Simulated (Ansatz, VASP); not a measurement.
# One calculation of WC, two programs

```
W C
1.0
     2.90050    0.00000   -0.08702
    -1.45025    2.51191    0.04351
    -0.08487    0.00000    2.82900
W C
1 1
Cartesian
  0.0000 0.0000 0.0000
  1.4078 0.8373 1.3710
```

Change from the starting cell: strain -0.0600 x Voigt [0, 0, 0, 0, 1, 0], atoms carried along.

Alike in both runs: task single point; functional r2SCAN; k mesh 18 × 18 × 16; occupations gaussian, width 0.15 eV; no spin polarisation.

|  | VASP | Ansatz |
| --- | --- | --- |
| version | VASP 6.6.1 | Ansatz 0.2.0 |
| potentials or method | VASP PAW PBE potentials, release 64 (W_sv, C), cutoff 520 eV | scalar-relativistic, plane waves, PAW |
| valence electrons in the cell | 18 | 18 |

```tsv
	VASP	Ansatz	Ansatz less VASP
gap on the k mesh at the Fermi level (eV)	none	none	-
pressure (GPa)	7.9	5.9	-2.01
traceless stress, the component that is largest in VASP (GPa)	19.63	19.45	-0.179
rms of the force components (eV/Å)	0.065	0.064	-0.0010
```

VASP's potentials were made for PBE, not for r2SCAN. Atom by atom the forces differ by 0.001 eV/Å (rms over components). A gap of «none» marks a metal or a gap that the smearing closes. With one functional, cell and mesh, what is left measures potentials, basis and numerics.

Spin-orbit coupling is off throughout.
